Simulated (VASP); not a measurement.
# OsBr (Pm-3m) in VASP: further runs

OsBr is run at these levels: PBE; tasks: single point, relaxation of cell and atoms.

Program: VASP 6.6.1. These are calculated values, not measurements. Logs are shortened: lines on timing, memory, paths and dates and some standing lists are left out, and cuts for length are marked.

## Step 1: The cell of the first run

It takes space group Pm-3m (No. 221, cubic). Conventional cell: a = 3.209 Å, b = 3.209 Å, c = 3.209 Å, α = 90.00°, β = 90.00°, γ = 90.00°. Os (site symmetry m-3m) has 8 Br at 2.78 Å and 6 Os at 3.21 Å within 3.7 Å. Within 3.7 Å of Br (site symmetry m-3m) lie 8 Os at 2.78 Å and 6 Br at 3.21 Å.

## Step 2: Single point, PBE, collinear spin, ferromagnetic start

File INCAR:

```
SYSTEM = OsBr
ALGO     = Normal         ! electronic algorithm
EDIFF    = 1E-6           ! SCF threshold, eV
ENCUT    = 520            ! plane-wave cutoff, eV
GGA      = PE             ! functional
ISIF     = 2              ! what is computed and relaxed
ISMEAR   = 0              ! smearing method
ISPIN    = 2              ! spin polarisation
LASPH    = .TRUE.         ! aspherical terms in the spheres
LCHARG   = .FALSE.        ! write CHGCAR
LMAXMIX  = 4              ! l up to which the mixer works
LORBIT   = 11             ! projections on sites
LREAL    = .FALSE.        ! projectors in reciprocal space
LWAVE    = .FALSE.        ! write WAVECAR
MAGMOM   = 0.67 0         ! initial moments
NBANDS   = 18             ! bands
NELM     = 150            ! most SCF steps
PREC     = Accurate       ! precision mode
SIGMA    = 0.1            ! smearing width, eV
```

File KPOINTS:

```
k-points
0
G
  6 6 6
  0 0 0
```

File POSCAR:

```
OsBr
1.0
    3.2094292007      0.0000000000      0.0000000000
    0.0000000000      3.2094292007      0.0000000000
    0.0000000000      0.0000000000      3.2094292007
Os Br
1 1
Direct
    0.0000000000      0.0000000000      0.0000000000
    0.5000000000      0.5000000000      0.5000000000
```

Potentials or basis: VASP PAW PBE potentials, release 64 (Os, Br).

Launch:

```bash
cat potpaw_PBE.64/Os/POTCAR potpaw_PBE.64/Br/POTCAR > POTCAR
mpirun -np 1 vasp_std > vasp.out
```

OUTCAR:

```text
SYSTEM = OsBr
   EDIFF = 1E-6
   ENCUT = 520
   GGA = PE
   ISIF = 2
   ISMEAR = 0
   ISPIN = 2
   LASPH = .TRUE.
   LORBIT = 11
   LREAL = .FALSE.
   NELM = 150
   PREC = Accurate

 ion  position               nearest neighbor table
   1  0.000  0.000  0.000-   2 2.78   2 2.78   2 2.78   2 2.78   2 2.78   2 2.78   2 2.78   2 2.78

   2  0.500  0.500  0.500-   1 2.78   1 2.78   1 2.78   1 2.78   1 2.78   1 2.78   1 2.78   1 2.78

  LATTYP: Found a simple cubic cell.
 ALAT       =     3.2094292007

  Lattice vectors:

 A1 = (   3.2094292007,   0.0000000000,   0.0000000000)
 A2 = (   0.0000000000,   3.2094292007,   0.0000000000)
 A3 = (   0.0000000000,   0.0000000000,   3.2094292007)

Analysis of symmetry for initial positions (statically):
=====================================================================
 Subroutine PRICEL returns:
 Original cell was already a primitive cell.

 Routine SETGRP: Setting up the symmetry group for a
 simple cubic supercell.

 Subroutine GETGRP returns: Found 48 space group operations
 (whereof 48 operations were pure point group operations)
 out of a pool of 48 trial point group operations.

The static configuration has the point symmetry O_h .

Analysis of symmetry for dynamics (positions and initial velocities):
=====================================================================
 Subroutine PRICEL returns:
 Original cell was already a primitive cell.

 Routine SETGRP: Setting up the symmetry group for a
 simple cubic supercell.

 Subroutine GETGRP returns: Found 48 space group operations
 (whereof 48 operations were pure point group operations)
 out of a pool of 48 trial point group operations.

The dynamic configuration has the point symmetry O_h .

Analysis of structural, dynamic, and magnetic symmetry:
=====================================================================
 Subroutine PRICEL returns:
 Original cell was already a primitive cell.

 Routine SETGRP: Setting up the symmetry group for a
 simple cubic supercell.

 Subroutine GETGRP returns: Found 48 space group operations
 (whereof 48 operations were pure point group operations)
 out of a pool of 48 trial point group operations.

The overall configuration has the point symmetry O_h .

 Subroutine INISYM returns: Found 48 space group operations
 (whereof 48 operations are pure point group operations),
 and found     1 'primitive' translations

----------------------------------------------------------------------------------------

                                     Primitive cell

  volume of cell :      33.0585

  direct lattice vectors                    reciprocal lattice vectors
     3.209429201  0.000000000  0.000000000     0.311581885  0.000000000  0.000000000
     0.000000000  3.209429201  0.000000000     0.000000000  0.311581885  0.000000000
     0.000000000  0.000000000  3.209429201     0.000000000  0.000000000  0.311581885

  length of vectors
     3.209429201  3.209429201  3.209429201     0.311581885  0.311581885  0.311581885

  position of ions in fractional coordinates (direct lattice)
     0.000000000  0.000000000  0.000000000
     0.500000000  0.500000000  0.500000000

  ion indices of the primitive-cell ions
   primitive index   ion index
                 1           1
                 2           2

----------------------------------------------------------------------------------------

 KPOINTS: k-points

Automatic generation of k-mesh.
 Grid dimensions read from file:
 generate k-points for:    6    6    6

 Generating k-lattice:

  Cartesian coordinates                     Fractional coordinates (reciprocal lattice)
     0.051930314  0.000000000  0.000000000     0.166666667  0.000000000  0.000000000
     0.000000000  0.051930314  0.000000000     0.000000000  0.166666667  0.000000000
     0.000000000  0.000000000  0.051930314     0.000000000  0.000000000  0.166666667

  Length of vectors
     0.051930314  0.051930314  0.051930314

  Shift w.r.t. Gamma in fractional coordinates (k-lattice)
     0.000000000  0.000000000  0.000000000

 Subroutine IBZKPT returns following result:
 ===========================================

 Found     20 irreducible k-points:

 Following reciprocal coordinates:
            Coordinates               Weight
  0.000000  0.000000  0.000000      1.000000
  0.166667  0.000000  0.000000      6.000000
  0.333333  0.000000  0.000000      6.000000
  0.500000  0.000000  0.000000      3.000000
  0.166667  0.166667  0.000000     12.000000
  0.333333  0.166667  0.000000     24.000000
[... 12 lines left out ...]
  0.500000  0.500000  0.333333      6.000000
  0.500000  0.500000  0.500000      1.000000
   k-points           NKPTS =     20   k-points in BZ     NKDIM =     20   number of bands    NBANDS=     18
   number of dos      NEDOS =    301   number of ions     NIONS =      2
   total plane-waves  NPLWV =  13824
   dimension x,y,z NGX =    24 NGY =   24 NGZ =   24
   dimension x,y,z NGXF=    48 NGYF=   48 NGZF=   48
   ions per type =               1   1
   NGX,Y,Z   is equivalent  to a cutoff of  12.43, 12.43, 12.43 a.u.
   NGXF,Y,Z  is equivalent  to a cutoff of  24.86, 24.86, 24.86 a.u.
 SYSTEM =  OsBr
   PREC   = accura    normal or accurate (medium, high low for compatibility)
   ISTART =      0    job   : 0-new  1-cont  2-samecut
   ICHARG =      2    charge: 1-file 2-atom 10-const
   ISPIN  =      2    spin polarized calculation?
   LNONCOLLINEAR =      F non collinear calculations
   LSORBIT =      F    spin-orbit coupling
   LASPH  =      T    aspherical Exc in radial PAW
   ENCUT  =  520.0 eV  38.22 Ry    6.18 a.u.   5.97  5.97  5.97*2*pi/ulx,y,z
   NELM   =    150;   NELMIN=  2; NELMDL= -5     # of ELM steps
   EDIFF  = 0.1E-05   stopping-criterion for ELM
   LREAL  =      F    real-space projection
   EDIFFG = 0.1E-04   stopping-criterion for IOM
   NSW    =      0    number of steps for IOM
   IBRION =     -1    ionic relax: 0-MD 1-quasi-New 2-CG
   NFREE  =      0    steps in history (QN), initial steepest desc. (CG)
   ISIF   =      2    stress and relaxation
   ISYM   =      2    0-nonsym 1-usesym 2-fastsym
   POTIM  = 0.5000    time-step for ionic-motion
   TEBEG  =    0.0;   TEEND  =   0.0 temperature during run
   PSTRESS=    0.0 pullay stress
   NELECT =      15.0000    total number of electrons
   NUPDOWN=      -1.0000    fix difference up-down
   EMIN   =  10.00;   EMAX   =-10.00  energy-range for DOS
   EFERMI =   0.00;   METHOD = LEGACY
   ISMEAR =     0;   SIGMA  =   0.10  broadening in eV -4-tet -1-fermi 0-gaus
   EFERMI_NEDOS =   21; number of points for ismear=-14 and -15
   IALGO  =     38    algorithm
   IMIX   =      4    mixing-type and parameters
     AMIX     =   0.40;   BMIX     =  1.00
     AMIX_MAG =   1.60;   BMIX_MAG =  1.00
  volume/ion in A,a.u.               =      16.53       111.54
  Fermi-wavevector in a.u.,A,eV,Ry     =   1.257991  2.377258 21.531774  1.582541
  Thomas-Fermi vector in A             =   2.391622
   LORBIT       =     11    0 simple, 1 ext, 2 COOP (PROOUT), +10 PAW based schemes
   GGA     = PE    functional components
   LHFCALC =     F    Hartree Fock is set to
   AEXX    =    0.0000 exact exchange contribution
   IVDW    =     0    specifies the selected vdW correction
   LEPSILON=     F    determine dielectric tensor
   LRPA    =     F    only Hartree local field effects (RPA)
 spin polarized calculation
 Gauss-broadening in eV      SIGMA  =   0.10
  energy-cutoff  :      520.00
  volume of cell :       33.06
 maximum number of plane-waves:       912
 NGX is ok and might be reduce to    24
   NGX = 11   NGY = 11   NGZ = 11

 number of electron      14.9999995 magnetization       0.0005490

 number of electron      14.9999995 magnetization      -0.0001404

 Free energy of the ion-electron system (eV)
  ---------------------------------------------------
  ext. energy  EPLUGINS =         0.00000000
  ---------------------------------------------------
  free energy    TOTEN  =        -9.22897449 eV

  energy without entropy =       -9.22094269  energy(sigma->0) =       -9.22495859

 E-fermi :   8.5034     XC(G=0): -12.3626

 val. band max:        8.3606150343   @ k =   0.3333   0.1667   0.1667
 cond. band min:       8.5243014865   @ k =   0.3333   0.3333   0.0000
 fundamental gap:      0.1636864522
 Fermi energy:         8.5033917561

 spin component 1

 k-point     1 :       0.0000    0.0000    0.0000
  band No.  band energies     occupation
      1     -10.7116      1.00000
      2       4.2145      1.00000
      3       4.2145      1.00000
      4       4.2145      1.00000
      5       4.3279      1.00000
      6       4.3279      1.00000
[... 10 lines left out ...]
     17      24.9153      0.00000
     18      24.9203      0.00000
[... 379 lines left out ...]
 k-point    20 :       0.5000    0.5000    0.5000
  band No.  band energies     occupation
      1      -8.1593      1.00000
      2      -0.0518      1.00000
      3      -0.0518      1.00000
      4      -0.0518      1.00000
      5       9.2324      0.00000
      6       9.2324      0.00000
[... 10 lines left out ...]
     17      28.5694      0.00000
     18      28.5694      0.00000
 Fermi energy:         8.5033917561

 spin component 2

 k-point     1 :       0.0000    0.0000    0.0000
  band No.  band energies     occupation
      1     -10.7117      1.00000
      2       4.2144      1.00000
      3       4.2144      1.00000
      4       4.2144      1.00000
      5       4.3278      1.00000
      6       4.3278      1.00000
[... 10 lines left out ...]
     17      24.9155      0.00000
     18      24.9227      0.00000
[... 379 lines left out ...]
 k-point    20 :       0.5000    0.5000    0.5000
  band No.  band energies     occupation
      1      -8.1593      1.00000
      2      -0.0518      1.00000
      3      -0.0518      1.00000
      4      -0.0518      1.00000
      5       9.2323      0.00000
      6       9.2323      0.00000
[... 10 lines left out ...]
     17      28.5693      0.00000
     18      28.5693      0.00000

------------------------ aborting loop because EDIFF is reached ----------------------------------------

  FORCE on cell =-STRESS in cart. coord.  units (eV):
  Direction    XX          YY          ZZ          XY          YZ          ZX
  --------------------------------------------------------------------------------------
  -------------------------------------------------------------------------------------
  Total        0.0556220      0.0556220      0.0556220      0.0000000      0.0000000      0.0000000
  in kB        2.6957128      2.6957128      2.6957128      0.0000000      0.0000000      0.0000000
  external PRESSURE =       2.6957128 kB  Pullay stress =       0.0000000 kB

 VOLUME and BASIS-vectors are now :
 -----------------------------------------------------------------------------
  energy-cutoff  :      520.00
  volume of cell :       33.06
      direct lattice vectors                 reciprocal lattice vectors
     3.209429201  0.000000000  0.000000000     0.311581885  0.000000000  0.000000000
     0.000000000  3.209429201  0.000000000     0.000000000  0.311581885  0.000000000
     0.000000000  0.000000000  3.209429201     0.000000000  0.000000000  0.311581885

 POSITION                                       TOTAL-FORCE (eV/Angst)
 -----------------------------------------------------------------------------------
      0.00000      0.00000      0.00000         0.000000      0.000000      0.000000
      1.60471      1.60471      1.60471         0.000000      0.000000      0.000000
 -----------------------------------------------------------------------------------
    total drift:                                0.000000     -0.000000     -0.000000

  FREE ENERGIE OF THE ION-ELECTRON SYSTEM (eV)
  ---------------------------------------------------
  free  energy   TOTEN  =        -9.2289744874 eV

  energy  without entropy=       -9.2209426860  energy(sigma->0) =       -9.22495859

 total charge

# of ion       s       p       d       tot
------------------------------------------
    1        0.425   0.361   6.083   6.870
    2        1.670   2.943   0.176   4.789
--------------------------------------------------
tot          2.096   3.304   6.259  11.659

 magnetization (x)

# of ion       s       p       d       tot
------------------------------------------
    1       -0.000  -0.000  -0.000  -0.000
    2        0.000   0.000  -0.000   0.000
--------------------------------------------------
tot         -0.000   0.000  -0.000  -0.000
```

Run time: 14 s. Hardware: 1 thread of Intel Xeon Platinum 8488C (Sapphire Rapids), shared host; peak memory 0.16 GiB.

What came out:

```
Free energy                                           : -9.2290 eV
Pressure                                              : 0.3 GPa
Net moment                                            : 0.00 μB per cell
Valence electrons inside the program's atomic spheres : Os 6.87; Br 4.79
```

Levels at points of the mesh, in eV from the Fermi level:
Spin up:
| k point | band 3 | band 4 | band 5 | band 6 | band 7 | band 8 | band 9 | band 10 | band 11 | band 12 |
| --- | --- | --- | --- | --- | --- | --- | --- | --- | --- | --- |
| (0.00, 0.00, 0.00) | -4.29 | -4.29 | -4.18 | -4.18 | -1.40 | -0.73 | -0.73 | -0.73 | 8.35 | 8.35 |
| (0.50, 0.00, 0.00) | -5.33 | -5.33 | -3.43 | -0.46 | 0.19 | 1.51 | 1.51 | 3.36 | 5.14 | 5.47 |
| (0.50, 0.50, 0.00) | -7.79 | -4.40 | -3.12 | -2.03 | -2.03 | -1.66 | 0.64 | 2.05 | 8.67 | 8.67 |
| (0.50, 0.50, 0.50) | -8.56 | -8.56 | 0.73 | 0.73 | 1.63 | 1.63 | 1.63 | 2.10 | 2.10 | 2.10 |
Spin down:
| k point | band 4 | band 5 | band 6 | band 7 | band 8 | band 9 | band 10 | band 11 |
| --- | --- | --- | --- | --- | --- | --- | --- | --- |
| (0.00, 0.00, 0.00) | -4.29 | -4.18 | -4.18 | -1.40 | -0.73 | -0.73 | -0.73 | 8.35 |
| (0.50, 0.00, 0.00) | -5.34 | -3.43 | -0.46 | 0.19 | 1.51 | 1.51 | 3.36 | 5.14 |
| (0.50, 0.50, 0.00) | -4.40 | -3.12 | -2.04 | -2.04 | -1.66 | 0.64 | 2.05 | 8.67 |
| (0.50, 0.50, 0.50) | -8.56 | 0.73 | 0.73 | 1.63 | 1.63 | 1.63 | 2.10 | 2.10 |

Caveat: spin-orbit coupling is left out, which moves the levels of the heavy elements.

## Step 3: Single point, PBE, collinear spin, ferromagnetic start

This run uses another cell than the first one, of 22.06 Å³/atom, 1.335 times its volume.

File INCAR:

```
SYSTEM = OsBr
ALGO = Normal ; EDIFF = 1E-7
ENCUT = 520 ; GGA = PE
ISIF = 2 ; ISMEAR = 0
ISPIN = 2 ; LASPH = .TRUE.
LCHARG = .TRUE. ; LELF = .TRUE.
LMAXMIX = 4 ; LORBIT = 11
LREAL = .FALSE. ; LVHAR = .TRUE.
LWAVE = .FALSE. ; MAGMOM = 1 0
NBANDS = 18 ; NELM = 150
PREC = Accurate ; SIGMA = 0.1
```

KPOINTS is that of step 2.

File POSCAR:

```
OsBr
1.0
    3.5334950121      0.0000000000      0.0000000000
    0.0000000000      3.5334950121      0.0000000000
    0.0000000000      0.0000000000      3.5334950121
Os Br
1 1
Direct
    0.0000000000      0.0000000000      0.0000000000
    0.5000000000      0.5000000000      0.5000000000
```

Potentials or basis: VASP PAW PBE potentials, release 64 (Os, Br).

Launch:

```bash
cat potpaw_PBE.64/Os/POTCAR potpaw_PBE.64/Br/POTCAR > POTCAR
mpirun -np 1 vasp_std > vasp.out
```

It took 27 s on 1 thread of Intel Xeon Platinum 8488C (Sapphire Rapids), shared host; peak memory 0.18 GiB.

It converged, with:

```
Free energy                                           : -8.3321 eV
Pressure                                              : -19.1 GPa
Net moment                                            : 0.68 μB per cell
Site moments                                          : Os +0.64; Br +0.04 μB
Valence electrons inside the program's atomic spheres : Os 6.43; Br 4.67
```

Levels at points of the mesh, in eV from the Fermi level:
Spin up:
| k point | band 4 | band 5 | band 6 | band 7 | band 8 | band 9 | band 10 | band 11 | band 12 | band 13 |
| --- | --- | --- | --- | --- | --- | --- | --- | --- | --- | --- |
| (0.00, 0.00, 0.00) | -3.43 | -2.59 | -2.59 | -2.15 | -0.54 | -0.54 | -0.54 | 8.07 | 8.07 | 11.90 |
| (0.50, 0.00, 0.00) | -3.97 | -2.19 | -0.40 | -0.10 | 0.64 | 0.64 | 2.76 | 3.40 | 6.38 | 7.47 |
| (0.50, 0.50, 0.00) | -2.87 | -2.68 | -1.39 | -1.26 | -1.26 | 0.21 | 1.28 | 7.22 | 7.22 | 9.14 |
| (0.50, 0.50, 0.50) | -6.13 | 0.26 | 0.26 | 1.01 | 1.01 | 1.01 | 2.38 | 2.38 | 2.38 | 3.33 |
Spin down:
| k point | band 5 | band 6 | band 7 | band 8 | band 9 | band 10 |
| --- | --- | --- | --- | --- | --- | --- |
| (0.00, 0.00, 0.00) | -2.23 | -2.23 | -1.98 | -0.14 | -0.14 | -0.14 |
| (0.50, 0.00, 0.00) | -1.80 | 0.01 | 0.34 | 0.95 | 0.95 | 2.83 |
| (0.50, 0.50, 0.00) | -2.59 | -1.05 | -0.90 | -0.90 | 0.70 | 1.64 |
| (0.50, 0.50, 0.50) | 0.75 | 0.75 | 1.34 | 1.34 | 1.34 | 2.46 |

Caveat: spin-orbit coupling is left out, which moves the levels of the heavy elements.

(Part 1 of 2 ends here.)
